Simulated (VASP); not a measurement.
Write the native input for VASP 6.6.1 that does the following.

```yaml
Task: single point
Functional: PBE
Potentials_or_basis: VASP PAW PBE potentials, release 64 (Zr_sv, Al, N)
Cutoff: 520 eV
k_mesh: 8 × 8 × 12
Occupations: gaussian, width 0.1 eV
Spin: no spin polarisation
Dipole_correction: no
Further_INCAR_settings: ALGO = Normal; EDIFF = 1e-07; NBANDS = 30
```

The structure of ZrAl3N4 lies in POSCAR:

```
ZrAl3N4
1.0
    3.0517933159     -4.2292006076      0.0000000000
    3.0517933159      4.2292006076      0.0000000000
    0.0000000000      0.0000000000      2.9675984020
Zr Al N
1 3 4
Direct
    0.0000000000      0.0000000000      0.5000000000
    0.0000000000      0.5000000000      0.0000000000
    0.5000000000      0.5000000000      0.5000000000
    0.5000000000      0.0000000000      0.0000000000
    0.2758608637      0.2758608637      0.0000000000
    0.2599549565      0.7400450435      0.5000000000
    0.7400450435      0.2599549565      0.5000000000
    0.7241391363      0.7241391363      0.0000000000
```

These files were run (other wordings do the same):

INCAR

```
SYSTEM = ZrAl3N4
PREC = Accurate
ENCUT = 520
EDIFF = 1E-7
ISMEAR = 0
SIGMA = 0.1
LREAL = .FALSE.
LASPH = .TRUE.
NELM = 60
ALGO = Normal
ISIF = 2
LWAVE = .FALSE.
LCHARG = .TRUE.
GGA = PE
LELF = .TRUE.
LVHAR = .TRUE.
NBANDS = 30
```

KPOINTS

```
regular mesh
0
G
  8 8 12
  0 0 0
```

Potentials or basis: VASP PAW PBE potentials, release 64 (Zr_sv, Al, N).

Command:

```console
$ cat potpaw_PBE.64/Zr_sv/POTCAR potpaw_PBE.64/Al/POTCAR potpaw_PBE.64/N/POTCAR > POTCAR
$ mpirun -np 1 vasp_std > vasp.out
```

Results of the run:

```json
{
 "Pressure": "-0.1 GPa",
 "Largest force": "0.023 eV/Å"
}
```

It took 2.1 min on 1 thread of Intel(R) Xeon(R) 6975P-C (Granite Rapids) (shared host), peak memory 0.4 GiB.
